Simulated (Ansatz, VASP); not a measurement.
## Two plane-wave programs on GaBO6

```
Ga B O
1.0
     0.00000    3.55966    3.55966
     3.55966    0.00000    3.55966
     3.55966    3.55966    0.00000
Ga B O
1 1 6
Direct
  0.50000 0.50000 0.50000
  0.00000 0.00000 0.00000
  0.77934 0.22066 0.22066
  0.22066 0.77934 0.77934
  0.22066 0.77934 0.22066
  0.77934 0.22066 0.77934
  0.22066 0.22066 0.77934
  0.77934 0.77934 0.22066
```

Alike in both runs: functional PBE; k mesh 4 × 4 × 4; occupations gaussian, width 0.1 eV; no spin polarisation.

Ansatz relaxed the structure, and its values are those at the end. VASP's run is a single point on that final structure, the one shown.

```csv
,VASP,Ansatz
version,VASP 6.6.1,Ansatz 0.2.0
potentials or method,"VASP PAW PBE potentials, release 64 (Ga_d, B, O), cutoff 520 eV","scalar-relativistic, plane waves, PAW"
valence electrons in the cell,52,52
```

|  | VASP | Ansatz | Ansatz less VASP |
| --- | --- | --- | --- |
| gap on the k mesh at the Fermi level (eV) | none | none | - |
| pressure (GPa) | -0.2 | -0.4 | -0.20 |
| rms of the force components (eV/Å) | 0.004 | 0.009 | +0.0044 |

A gap of «none» marks a metal or a gap that the smearing closes.

The k mesh is coarse, so the values compare programs but aren't converged.
